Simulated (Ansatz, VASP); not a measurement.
# One calculation of Ge, two programs

INCAR

```
PREC     = Accurate       # precision mode
ENCUT    = 500            # plane-wave cutoff, eV
EDIFF    = 1E-6           # SCF threshold, eV
ISMEAR   = 0              # smearing method
SIGMA    = 0.1            # smearing width, eV
LREAL    = F              # projectors in reciprocal space
LASPH    = T              # aspherical terms in the spheres
NELM     = 120            # most SCF steps
ALGO     = Normal         # electronic algorithm
ISIF     = 2              # what is computed and relaxed
LWAVE    = F              # write WAVECAR
LCHARG   = F              # write CHGCAR
GGA      = PS             # functional
NBANDS   = 21             # bands
GGA_COMPAT= F
```

The input KPOINTS:

```
Automatic mesh
0
Gamma
  6 6 6
```

Contents of POSCAR:

```
Ge
1.0
    1.6344177517      0.9436315289      4.4546388981
   -1.6344177517      0.9436315289      4.4546388981
    0.0000000000     -1.8872630577      4.4546388981
Ge
2
Direct
    0.1640000000      0.1640000000      0.1640000000
    0.8360000000      0.8360000000      0.8360000000
```

Input for Ansatz:

```yaml
crystal:
  lattice:
    - [1.6344177517, 0.9436315289, 4.4546388981]
    - [-1.6344177517, 0.9436315289, 4.4546388981]
    - [0.0, -1.8872630577, 4.4546388981]
  atoms:
    - { symbol: Ge, position: [0.164, 0.164, 0.164] }
    - { symbol: Ge, position: [0.836, 0.836, 0.836] }
basis:
  ecutwfc: 420
kpoints:
  mp_grid: { grid: [6, 6, 6] }
hamiltonian:
  xc: pbesol
scf:
  occupations: { method: gaussian, width: 0.1 }
output:
  forces: true
  stress: true
  eigenvalues: true
```

Alike in both runs: task single point; functional PBEsol; k mesh 6 × 6 × 6; occupations gaussian, width 0.1 eV; no spin polarisation.

|  | VASP | Ansatz |
| --- | --- | --- |
| version | VASP 6.6.1 | Ansatz 0.2.0 |
| potentials or method | VASP PAW PBE potentials, release 64 (Ge_d), cutoff 500 eV | scalar-relativistic, plane waves, PAW |
| valence electrons in the cell | 28 | 28 |

```csv
,VASP,Ansatz,Ansatz less VASP
gap on the k mesh at the Fermi level (eV),0.23,0.25,+0.023
least direct gap on the mesh (eV),0.62,0.62,-0.002
pressure (GPa),101.7,96.3,-5.48
"traceless stress, the component that is largest in VASP (GPa)",-102.82,-97.40,+5.421
rms of the force components (eV/Å),0.696,0.657,-0.0393
```

VASP's potentials were made for PBE, not for PBEsol. Atom by atom the forces differ by 0.039 eV/Å (rms over components). Both programs put the cell under a high pressure, so it lies far from rest at this level. With one functional, cell and mesh, what is left measures potentials, basis and numerics.

Noted on VASP's run: the cell as given lies far from equilibrium.
